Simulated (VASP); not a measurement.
HfC: relaxation of shape and atoms at fixed volume with PBE

The system is HfC.

```
Hf C
1.0
     3.24387    0.00000    0.00000
    -1.62194    2.80928    0.00000
     0.00000    0.00000    5.72761
Hf C
2 2
Direct
  0.00000 0.00000 0.00000
  0.00000 0.00000 0.50000
  0.33333 0.66667 0.25000
  0.66667 0.33333 0.75000
```

```
Program                : VASP 6.6.1
Task                   : relaxation of shape and atoms at fixed volume
Functional             : PBE
Potentials or basis    : VASP PAW PBE potentials, release 64 (Hf_pv, C)
Cutoff                 : 600 eV
k mesh                 : 12 × 12 × 6
Occupations            : gaussian, width 0.05 eV
Spin                   : no spin polarisation
Dipole correction      : no
Further INCAR settings : ALGO = Normal; EDIFF = 1e-06; IBRION = 2; EDIFFG = -0.01; NSW = 60; ISIF = 4
```

| Quantity | Value |
| --- | --- |
| Energy gained by relaxing | 0.0 meV/atom |
| Ionic steps | 3 |
| Pressure after relaxing | 3.6 GPa |
| Band gap on the k mesh | zero (bands 14 and 15 overlap by 1.52 eV) |

Final structure:
```
Hf C
1.0
     3.24268    0.00000    0.00000
    -1.62134    2.80825    0.00000
     0.00000    0.00000    5.73181
Hf C
2 2
Cartesian
  0.0000 0.0000 0.0000
  0.0000 0.0000 2.8659
  0.0000 1.8722 1.4330
  1.6213 0.9361 4.2989
```

Levels at points of the mesh, in eV from the Fermi level:
```csv
k point,band 12,band 13,band 14,band 15,band 16,band 17
"(0.00, 0.00, 0.00)",-1.16,0.80,1.42,1.42,2.15,2.15
"(0.50, 0.00, 0.00)",-1.81,-1.06,-0.96,0.38,2.12,5.60
"(0.00, 0.00, 0.50)",-1.14,-1.14,-1.14,2.93,2.93,3.24
"(0.50, 0.00, 0.50)",-1.87,-1.34,-1.34,1.17,1.17,6.00
```

It took 68 s on 1 thread of Intel(R) Xeon(R) Platinum 8488C (Sapphire Rapids), with other jobs on the host, peak memory 0.24 GiB.

Caveat: spin-orbit coupling is left out, which moves the levels of the heavy elements.
